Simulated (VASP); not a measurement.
A run of VASP 6.6.1 is set up as follows.

POSCAR

```
Li2Se
1.0
    0.0000000000      2.9935209417      2.9935209417
    2.9935209417      0.0000000000      2.9935209417
    2.9935209417      2.9935209417      0.0000000000
Se Li
1 2
Direct
    0.0000000000      0.0000000000      0.0000000000
    0.2500000000      0.2500000000      0.2500000000
    0.7500000000      0.7500000000      0.7500000000
```

File INCAR.step1:

```
SYSTEM = Li2Se
PREC     = Accurate       ! precision mode
ENCUT    = 830            ! plane-wave cutoff, eV
ISMEAR   = -1             ! smearing method
SIGMA    = 0.02           ! smearing width, eV
LREAL    = .False.        ! projectors in reciprocal space
LASPH    = .True.         ! aspherical terms in the spheres
NELM     = 120            ! most SCF steps
NBANDS   = 13             ! bands
GGA      = PE             ! functional
ALGO     = Normal         ! electronic algorithm
EDIFF    = 1E-5           ! SCF threshold, eV
LWAVE    = .True.         ! write WAVECAR
LCHARG   = .False.        ! write CHGCAR
GGA_COMPAT= .False.
```

The input INCAR.step2:

```
SYSTEM = Li2Se
PREC     = Accurate       ! precision mode
ENCUT    = 830            ! plane-wave cutoff, eV
EDIFF    = 1E-6           ! SCF threshold, eV
ISMEAR   = -1             ! smearing method
SIGMA    = 0.02           ! smearing width, eV
LREAL    = .False.        ! projectors in reciprocal space
LASPH    = .True.         ! aspherical terms in the spheres
NELM     = 120            ! most SCF steps
ALGO     = Normal         ! electronic algorithm
ISIF     = 2              ! what is computed and relaxed
LWAVE    = .False.        ! write WAVECAR
LCHARG   = .True.         ! write CHGCAR
METAGGA  = R2SCAN         ! meta-GGA
LMIXTAU  = .True.       
LELF     = .True.         ! ELF
LVHAR    = .True.       
NBANDS   = 13             ! bands
ISTART   = 1            
GGA_COMPAT= .False.
```

Contents of KPOINTS:

```
regular mesh
0
Gamma
  6 6 6
  0 0 0
```

Potentials or basis: VASP PAW PBE potentials, release 64 (Se, Li_sv).

Launch:

```console
$ cat potpaw_PBE.64/Se/POTCAR potpaw_PBE.64/Li_sv/POTCAR > POTCAR
$ cp INCAR.step1 INCAR
$ mpirun -np 1 vasp_std > vasp.out
$ cp INCAR.step2 INCAR
$ mpirun -np 1 vasp_std > vasp.out
```

Question: Estimate the band gap on the k mesh.

Answer: 3.46 eV (least direct gap 4.18 eV).

Question: What does it give for the pressure?

Answer: -0.2 GPa.

Caveat: the structure was generated, so it needn't be the stable form of Li2Se; the PAW data sets were made with another functional, which shifts forces and pressure a little. A k mesh can miss the band edges.
